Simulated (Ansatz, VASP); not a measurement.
**One calculation of HfB2, two programs**

```
CELL_PARAMETERS angstrom
3.14532 0.00000 0.00000
-1.57266 2.72393 0.00000
0.00000 0.00000 3.48842
ATOMIC_POSITIONS crystal
Hf 0.00000 0.00000 0.00000
B 0.33333 0.66667 0.50000
B 0.66667 0.33333 0.50000
```

Alike in both runs: functional PBE; k mesh 13 × 13 × 10; occupations fermi-dirac, width 0.05 eV; no spin polarisation.

Ansatz relaxed the structure, and its values are those at the end. VASP's run is a single point on that final structure, the one shown.

|  | VASP | Ansatz |
| --- | --- | --- |
| version | VASP 6.6.1 | Ansatz 0.2.0 |
| potentials or method | VASP PAW PBE potentials, release 64 (Hf_pv, B), cutoff 520 eV | all-electron LAPW, scalar-relativistic |

```tsv
	VASP	Ansatz	Ansatz less VASP
pressure (GPa)	-0.5	0.0	+0.47
```

Ansatz ran all-electron here, and VASP with PAW potentials.

Spin-orbit coupling is off throughout.
